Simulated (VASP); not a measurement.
# SnSe2 (P-3m1) in VASP: notebook

Runs on SnSe2. Level: PBE. Tasks: single point.

Program: VASP 6.6.1. These are calculated values, not measurements. Logs are shortened: lines on timing, memory, paths and dates and some standing lists are left out, and cuts for length are marked.

## Step 1: The cell of the first run

The structure is trigonal, space group P-3m1 (No. 164). Conventional cell: a = 3.811 Å, b = 3.811 Å, c = 6.136 Å, α = 90.00°, β = 90.00°, γ = 120.00°. Within 3.5 Å of Sn (site symmetry -3m) lie 6 Se at 2.68 Å. Se (site symmetry 3m) has 3 Sn at 2.68 Å within 3.5 Å.

## Step 2: Single point, PBE

File INCAR:

```
SYSTEM = SnSe2
PREC = Accurate
ENCUT = 520
EDIFF = 1E-6
ISMEAR = 0
SIGMA = 0.01
LREAL = .FALSE.
LASPH = .TRUE.
NELM = 60
ALGO = Normal
ISIF = 2
LWAVE = .FALSE.
LCHARG = .FALSE.
GGA = PE
NBANDS = 20
```

File KPOINTS:

```
Automatic mesh
0
G
  6 6 4
  0 0 0
```

File POSCAR:

```
SnSe2
1.0
    3.8110000000      0.0000000000      0.0000000000
   -1.9055000000      3.3004230000      0.0000000000
    0.0000000000      0.0000000000      6.1360000000
Sn Se
1 2
Direct
    0.0000000000      0.0000000000      0.0000000000
    0.3333333333      0.6666666667      0.2490000000
    0.6666666667      0.3333333333      0.7510000000
```

Potentials or basis: VASP PAW PBE potentials, release 64 (Sn_d, Se).

Command:

```console
$ cat potpaw_PBE.64/Sn_d/POTCAR potpaw_PBE.64/Se/POTCAR > POTCAR
$ mpirun -np 1 vasp_std > vasp.out
```

OUTCAR:

```text
SYSTEM = SnSe2
   PREC = Accurate
   ENCUT = 520
   EDIFF = 1E-6
   ISMEAR = 0
   LREAL = .FALSE.
   LASPH = .TRUE.
   NELM = 60
   ISIF = 2
   GGA = PE

 ion  position               nearest neighbor table
   1  0.000  0.000  0.000-   2 2.68   3 2.68   3 2.68   2 2.68   3 2.68   2 2.68
   2  0.333  0.667  0.249-   1 2.68   1 2.68   1 2.68
   3  0.667  0.333  0.751-   1 2.68   1 2.68   1 2.68

  LATTYP: Found a hexagonal cell.
 ALAT       =     3.8110000000
 C/A-ratio  =     1.6100760955

  Lattice vectors:

 A1 = (   3.8110000000,   0.0000000000,   0.0000000000)
 A2 = (  -1.9055000000,   3.3004230000,   0.0000000000)
 A3 = (   0.0000000000,   0.0000000000,   6.1360000000)

Analysis of symmetry for initial positions (statically):
=====================================================================
 Subroutine PRICEL returns:
 Original cell was already a primitive cell.

 Routine SETGRP: Setting up the symmetry group for a
 hexagonal supercell.

 Subroutine GETGRP returns: Found 12 space group operations
 (whereof 12 operations were pure point group operations)
 out of a pool of 24 trial point group operations.

The static configuration has the point symmetry D_3d.

Analysis of symmetry for dynamics (positions and initial velocities):
=====================================================================
 Subroutine PRICEL returns:
 Original cell was already a primitive cell.

 Routine SETGRP: Setting up the symmetry group for a
 hexagonal supercell.

 Subroutine GETGRP returns: Found 12 space group operations
 (whereof 12 operations were pure point group operations)
 out of a pool of 24 trial point group operations.

The dynamic configuration has the point symmetry D_3d.

 Subroutine INISYM returns: Found 12 space group operations
 (whereof 12 operations are pure point group operations),
 and found     1 'primitive' translations

----------------------------------------------------------------------------------------

                                     Primitive cell

  volume of cell :      77.1781

  direct lattice vectors                    reciprocal lattice vectors
     3.811000000  0.000000000  0.000000000     0.262398321  0.151495733  0.000000000
    -1.905500000  3.300423000  0.000000000     0.000000000  0.302991465  0.000000000
     0.000000000  0.000000000  6.136000000     0.000000000  0.000000000  0.162972621

  length of vectors
     3.811000000  3.811000161  6.136000000     0.302991478  0.302991465  0.162972621

  position of ions in fractional coordinates (direct lattice)
     0.000000000  0.000000000  0.000000000
     0.333333333  0.666666667  0.249000000
     0.666666667  0.333333333  0.751000000

  ion indices of the primitive-cell ions
   primitive index   ion index
                 1           1
                 2           2
                 3           3

----------------------------------------------------------------------------------------

 KPOINTS: Automatic mesh

Automatic generation of k-mesh.
 Grid dimensions read from file:
 generate k-points for:    6    6    4

 Generating k-lattice:

  Cartesian coordinates                     Fractional coordinates (reciprocal lattice)
     0.043733053  0.025249289  0.000000000     0.166666667  0.000000000  0.000000000
     0.000000000  0.050498578  0.000000000     0.000000000  0.166666667  0.000000000
     0.000000000  0.000000000  0.040743155     0.000000000  0.000000000  0.250000000

  Length of vectors
     0.050498580  0.050498578  0.040743155

  Shift w.r.t. Gamma in fractional coordinates (k-lattice)
     0.000000000  0.000000000  0.000000000

 Subroutine IBZKPT returns following result:
 ===========================================

 Found     24 irreducible k-points:

 Following reciprocal coordinates:
            Coordinates               Weight
  0.000000  0.000000  0.000000      1.000000
  0.166667  0.000000  0.000000      6.000000
  0.333333  0.000000  0.000000      6.000000
  0.500000  0.000000  0.000000      3.000000
  0.166667  0.166667  0.000000      6.000000
  0.333333  0.166667  0.000000     12.000000
[... 16 lines left out ...]
  0.333333  0.166667  0.500000     12.000000
  0.333333  0.333333  0.500000      2.000000
   k-points           NKPTS =     24   k-points in BZ     NKDIM =     24   number of bands    NBANDS=     20
   number of dos      NEDOS =    301   number of ions     NIONS =      3
   total plane-waves  NPLWV =  37632
   dimension x,y,z NGX =    28 NGY =   28 NGZ =   48
   dimension x,y,z NGXF=    56 NGYF=   56 NGZF=   96
   ions per type =               1   2
   NGX,Y,Z   is equivalent  to a cutoff of  12.21, 12.21, 13.00 a.u.
   NGXF,Y,Z  is equivalent  to a cutoff of  24.43, 24.43, 26.01 a.u.
 SYSTEM =  SnSe2
   PREC   = accura    normal or accurate (medium, high low for compatibility)
   ISTART =      0    job   : 0-new  1-cont  2-samecut
   ICHARG =      2    charge: 1-file 2-atom 10-const
   ISPIN  =      1    spin polarized calculation?
   LNONCOLLINEAR =      F non collinear calculations
   LSORBIT =      F    spin-orbit coupling
   LASPH  =      T    aspherical Exc in radial PAW
   ENCUT  =  520.0 eV  38.22 Ry    6.18 a.u.   7.09  7.09 11.41*2*pi/ulx,y,z
   NELM   =     60;   NELMIN=  2; NELMDL= -5     # of ELM steps
   EDIFF  = 0.1E-05   stopping-criterion for ELM
   LREAL  =      F    real-space projection
   EDIFFG = 0.1E-04   stopping-criterion for IOM
   NSW    =      0    number of steps for IOM
   IBRION =     -1    ionic relax: 0-MD 1-quasi-New 2-CG
   NFREE  =      0    steps in history (QN), initial steepest desc. (CG)
   ISIF   =      2    stress and relaxation
   ISYM   =      2    0-nonsym 1-usesym 2-fastsym
   POTIM  = 0.5000    time-step for ionic-motion
   TEBEG  =    0.0;   TEEND  =   0.0 temperature during run
   PSTRESS=    0.0 pullay stress
   NELECT =      26.0000    total number of electrons
   NUPDOWN=      -1.0000    fix difference up-down
   EMIN   =  10.00;   EMAX   =-10.00  energy-range for DOS
   EFERMI =   0.00;   METHOD = LEGACY
   ISMEAR =     0;   SIGMA  =   0.01  broadening in eV -4-tet -1-fermi 0-gaus
   EFERMI_NEDOS =   21; number of points for ismear=-14 and -15
   IALGO  =     38    algorithm
   IMIX   =      4    mixing-type and parameters
     AMIX     =   0.40;   BMIX     =  1.00
     AMIX_MAG =   1.60;   BMIX_MAG =  1.00
  volume/ion in A,a.u.               =      25.73       173.61
  Fermi-wavevector in a.u.,A,eV,Ry     =   1.139116  2.152617 17.654721  1.297585
  Thomas-Fermi vector in A             =   2.275820
   LORBIT       =      0    0 simple, 1 ext, 2 COOP (PROOUT), +10 PAW based schemes
   GGA     = PE    functional components
   LHFCALC =     F    Hartree Fock is set to
   AEXX    =    0.0000 exact exchange contribution
   IVDW    =     0    specifies the selected vdW correction
   LEPSILON=     F    determine dielectric tensor
   LRPA    =     F    only Hartree local field effects (RPA)
 non-spin polarized calculation
 Gauss-broadening in eV      SIGMA  =   0.01
  energy-cutoff  :      520.00
  volume of cell :       77.18
 maximum number of plane-waves:      2109
   NGX = 15   NGY = 15   NGZ = 23

 number of electron      26.0000006 magnetization

 Free energy of the ion-electron system (eV)
  ---------------------------------------------------
  ext. energy  EPLUGINS =         0.00000000
  ---------------------------------------------------
  free energy    TOTEN  =       -11.73726351 eV

  energy without entropy =      -11.73726351  energy(sigma->0) =      -11.73726351

 E-fermi :   4.2376     XC(G=0):  -9.4534

 val. band max:        4.1708082861   @ k =   0.0000   0.0000   0.0000
 cond. band min:       4.9858923793   @ k =   0.5000   0.0000   0.2500
 fundamental gap:      0.8150840932
 Fermi energy:         4.2376010511

 k-point     1 :       0.0000    0.0000    0.0000
  band No.  band energies     occupation
      1     -17.0980      2.00000
      2     -17.0980      2.00000
      3     -17.0600      2.00000
      4     -17.0445      2.00000
      5     -17.0445      2.00000
      6      -9.8266      2.00000
[... 12 lines left out ...]
     19      13.1124      0.00000
     20      13.1124      0.00000

 k-point     2 :       0.1667    0.0000    0.0000
  band No.  band energies     occupation
      1     -17.1121      2.00000
      2     -17.0896      2.00000
      3     -17.0542      2.00000
      4     -17.0479      2.00000
      5     -17.0417      2.00000
      6      -9.5508      2.00000
[... 12 lines left out ...]
     19      12.4450      0.00000
     20      13.3778      0.00000

 k-point     3 :       0.3333    0.0000    0.0000
  band No.  band energies     occupation
      1     -17.1432      2.00000
      2     -17.0803      2.00000
      3     -17.0625      2.00000
      4     -17.0315      2.00000
      5     -17.0286      2.00000
      6      -8.8112      2.00000
[... 12 lines left out ...]
     19      13.1156      0.00000
     20      13.9723      0.00000

 k-point     4 :       0.5000    0.0000    0.0000
  band No.  band energies     occupation
      1     -17.1593      2.00000
      2     -17.0789      2.00000
      3     -17.0672      2.00000
      4     -17.0223      2.00000
      5     -17.0187      2.00000
      6      -8.1628      2.00000
[... 12 lines left out ...]
     19      14.1817      0.00000
     20      14.8216      0.00000

 k-point     5 :       0.1667    0.1667    0.0000
  band No.  band energies     occupation
      1     -17.1284      2.00000
      2     -17.0882      2.00000
      3     -17.0541      2.00000
      4     -17.0462      2.00000
      5     -17.0291      2.00000
      6      -9.0369      2.00000
[... 12 lines left out ...]
     19      11.1840      0.00000
     20      14.3628      0.00000
[... 353 lines left out ...]
      6      -8.0677      2.00000
[... 12 lines left out ...]
     19      14.0406      0.00000
     20      14.9205      0.00000

 k-point    22 :       0.1667    0.1667    0.5000
  band No.  band energies     occupation
      1     -17.1286      2.00000
      2     -17.0883      2.00000
      3     -17.0542      2.00000
      4     -17.0462      2.00000
      5     -17.0291      2.00000
      6      -8.8833      2.00000
[... 12 lines left out ...]
     19      12.2145      0.00000
     20      13.3433      0.00000

 k-point    23 :       0.3333    0.1667    0.5000
  band No.  band energies     occupation
      1     -17.1442      2.00000
      2     -17.0916      2.00000
      3     -17.0581      2.00000
      4     -17.0323      2.00000
      5     -17.0210      2.00000
      6      -8.1342      2.00000
[... 12 lines left out ...]
     19      12.6232      0.00000
     20      13.8335      0.00000

 k-point    24 :       0.3333    0.3333    0.5000
  band No.  band energies     occupation
      1     -17.1202      2.00000
      2     -17.1202      2.00000
      3     -17.0406      2.00000
      4     -17.0406      2.00000
      5     -17.0265      2.00000
      6      -7.6797      2.00000
[... 12 lines left out ...]
     19      13.1683      0.00000
     20      13.2465      0.00000

------------------------ aborting loop because EDIFF is reached ----------------------------------------

  FORCE on cell =-STRESS in cart. coord.  units (eV):
  Direction    XX          YY          ZZ          XY          YZ          ZX
  --------------------------------------------------------------------------------------
  -------------------------------------------------------------------------------------
  Total        2.5082009      2.5082012      3.1646054     -0.0000000     -0.0000000     -0.0000000
  in kB       52.0689714     52.0689773     65.6955943     -0.0000000     -0.0000000     -0.0000000
  external PRESSURE =      56.6111810 kB  Pullay stress =       0.0000000 kB

 VOLUME and BASIS-vectors are now :
 -----------------------------------------------------------------------------
  energy-cutoff  :      520.00
  volume of cell :       77.18
      direct lattice vectors                 reciprocal lattice vectors
     3.811000000  0.000000000  0.000000000     0.262398321  0.151495733  0.000000000
    -1.905500000  3.300423000  0.000000000     0.000000000  0.302991465  0.000000000
     0.000000000  0.000000000  6.136000000     0.000000000  0.000000000  0.162972621

 POSITION                                       TOTAL-FORCE (eV/Angst)
 -----------------------------------------------------------------------------------
      0.00000      0.00000      0.00000         0.000000      0.000000      0.000000
     -0.00000      2.20028      1.52786        -0.000000      0.000000      0.796016
      1.90550      1.10014      4.60814        -0.000000     -0.000000     -0.796016
 -----------------------------------------------------------------------------------
    total drift:                                0.000000      0.000000     -0.000000

  FREE ENERGIE OF THE ION-ELECTRON SYSTEM (eV)
  ---------------------------------------------------
  free  energy   TOTEN  =       -11.7372635062 eV

  energy  without entropy=      -11.7372635062  energy(sigma->0) =      -11.73726351
```

Run time: 15 s. Hardware: 1 thread of AMD EPYC 9R45 (Zen 5), shared host; peak memory 0.17 GiB.

What came out:

```yaml
Free_energy: -11.7373 eV
Pressure: 5.7 GPa
Largest_force: 0.796 eV/Å
Band_gap_on_the_k_mesh: 0.82 eV, indirect (least direct gap 1.09 eV)
```

Forces on the atoms (eV/Å):
```
Sn   0.000  0.000  0.000
Se   0.000  0.000  0.796
Se   0.000  0.000 -0.796
```

Levels at points of the mesh, in eV from the valence-band top:
| k point | band 9 | band 10 | band 11 | band 12 | band 13 | band 14 | band 15 | band 16 | band 17 | band 18 |
| --- | --- | --- | --- | --- | --- | --- | --- | --- | --- | --- |
| (0.00, 0.00, 0.00) | -0.70 | -0.70 | -0.39 | -0.39 | 0.00 | 1.09 | 2.95 | 4.64 | 4.64 | 8.13 |
| (0.50, 0.00, 0.00) | -4.48 | -2.90 | -2.68 | -1.19 | -0.30 | 1.16 | 3.80 | 5.45 | 5.49 | 7.28 |
| (0.00, 0.00, 0.50) | -2.04 | -0.79 | -0.79 | -0.24 | -0.24 | 2.45 | 2.92 | 4.37 | 4.37 | 8.17 |
| (0.50, 0.00, 0.50) | -4.92 | -2.51 | -1.99 | -0.83 | -0.69 | 0.87 | 4.26 | 4.85 | 5.84 | 6.36 |

Caveat: spin-orbit coupling is left out, which moves the levels of the heavy elements; this functional lacks dispersion, which binds the layers, so the pressure and a relaxed spacing across them are unreliable. A k mesh can miss the band edges.

## Step 3: Single point, PBE

This run uses another cell than the first one, of 26.24 Å³/atom, 1.020 times its volume.

File INCAR:

```
ALGO     = Normal         # electronic algorithm
EDIFF    = 1E-6           # SCF threshold, eV
ENCUT    = 520            # plane-wave cutoff, eV
GGA      = PE             # functional
ISIF     = 2              # what is computed and relaxed
ISMEAR   = 0              # smearing method
LASPH    = True           # aspherical terms in the spheres
LCHARG   = False          # write CHGCAR
LREAL    = False          # projectors in reciprocal space
LWAVE    = False          # write WAVECAR
NBANDS   = 20             # bands
NELM     = 60             # most SCF steps
PREC     = Accurate       # precision mode
SIGMA    = 0.01           # smearing width, eV
```

File KPOINTS:

```
k-points
0
Gamma
  6 6 4
```

File POSCAR:

```
SnSe2
1.0
    3.8362391461      0.0000000000      0.0000000000
   -1.9181195731      3.3222807430      0.0000000000
    0.0000000000      0.0000000000      6.1766369459
Sn Se
1 2
Direct
    0.0000000000      0.0000000000      0.0000000000
    0.3333333333      0.6666666667      0.2490000000
    0.6666666667      0.3333333333      0.7510000000
```

Potentials or basis: VASP PAW PBE potentials, release 64 (Sn_d, Se).

Command:

```console
$ cat potpaw_PBE.64/Sn_d/POTCAR potpaw_PBE.64/Se/POTCAR > POTCAR
$ mpirun -np 1 vasp_std > vasp.out
```

It took 17 s on 1 thread of AMD EPYC 9R45 (Zen 5), shared host; peak memory 0.18 GiB.

Results (log left out):

```yaml
Free_energy: -11.7842 eV
Pressure: 4.1 GPa
Largest_force: 0.601 eV/Å
Band_gap_on_the_k_mesh: 0.80 eV, indirect (least direct gap 1.01 eV)
```

Forces on the atoms (eV/Å):
```
Sn   0.000  0.000  0.000
Se   0.000  0.000  0.601
Se   0.000  0.000 -0.601
```

Stress tensor (GPa, compression positive):
```
3.62 0.00 0.00
0.00 3.62 0.00
0.00 0.00 5.03
```

Levels at points of the mesh, in eV from the valence-band top:
| k point | band 10 | band 11 | band 12 | band 13 | band 14 | band 15 | band 16 | band 17 |
| --- | --- | --- | --- | --- | --- | --- | --- | --- |
| (0.00, 0.00, 0.00) | -0.67 | -0.37 | -0.37 | 0.00 | 1.01 | 2.94 | 4.61 | 4.61 |
| (0.50, 0.00, 0.00) | -2.82 | -2.60 | -1.14 | -0.29 | 1.14 | 3.78 | 5.45 | 5.48 |
| (0.00, 0.00, 0.50) | -0.76 | -0.76 | -0.22 | -0.22 | 2.36 | 2.89 | 4.35 | 4.35 |
| (0.50, 0.00, 0.50) | -2.44 | -1.94 | -0.80 | -0.66 | 0.85 | 4.26 | 4.86 | 5.87 |

Caveat: spin-orbit coupling is left out, which moves the levels of the heavy elements; this functional lacks dispersion, which binds the layers, so the pressure and a relaxed spacing across them are unreliable. A k mesh can miss the band edges.
